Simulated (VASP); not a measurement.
A run of VASP 6.6.1 is set up as follows.

The input INCAR:

```
PREC     = Accurate       # precision mode
ENCUT    = 600            # plane-wave cutoff, eV
EDIFF    = 1E-6           # SCF threshold, eV
ISMEAR   = -1             # smearing method
SIGMA    = 0.05           # smearing width, eV
LREAL    = False          # projectors in reciprocal space
LASPH    = True           # aspherical terms in the spheres
NELM     = 80             # most SCF steps
ALGO     = Normal         # electronic algorithm
ISIF     = 3              # what is computed and relaxed
LWAVE    = False          # write WAVECAR
LCHARG   = False          # write CHGCAR
GGA      = PE             # functional
IBRION   = 2              # ionic algorithm
NSW      = 60             # ionic steps
EDIFFG   = -0.01          # ionic threshold
PSTRESS  = 200.0
```

Contents of KPOINTS:

```
regular mesh
0
Gamma
  10 10 5
```

POSCAR

```
CuO
1.0
    2.3446500000     -1.7134000000      0.0000000000
    2.3446500000      1.7134000000      0.0000000000
   -0.8605543552      0.0000000000      5.0594363927
Cu O
2 2
Direct
    0.4968000000      0.0032000000      0.5000000000
    0.0032000000      0.4968000000      0.0000000000
    0.4056000000      0.5714000000      0.7537000000
    0.5714000000      0.4056000000      0.2537000000
```

Potentials or basis: VASP PAW PBE potentials, release 64 (Cu, O).

Launch:

```bash
$ cat potpaw_PBE.64/Cu/POTCAR potpaw_PBE.64/O/POTCAR > POTCAR
$ mpirun -np 1 vasp_std > vasp.out
```

Question: Estimate the band gap on the k mesh.

Answer: Zero (bands 17 and 18 overlap by 0.51 eV).

Question: What does it give for the space group after relaxing (to 0.1 Å)?

Answer: C2/c (No. 15).

Stress tensor (GPa, compression positive):
```
19.96  0.00 -0.04
 0.00 20.16  0.00
-0.04  0.00 20.07
```

Caveat: the cell is relaxed towards a set pressure, so the run minimises the enthalpy, not the energy; semilocal functionals often make such compounds metallic where correlation or magnetic order opens a gap, which also shifts bond lengths. With open d or f shells a metallic result of PBE can be an artefact of self-interaction; +U or a hybrid may open a gap.
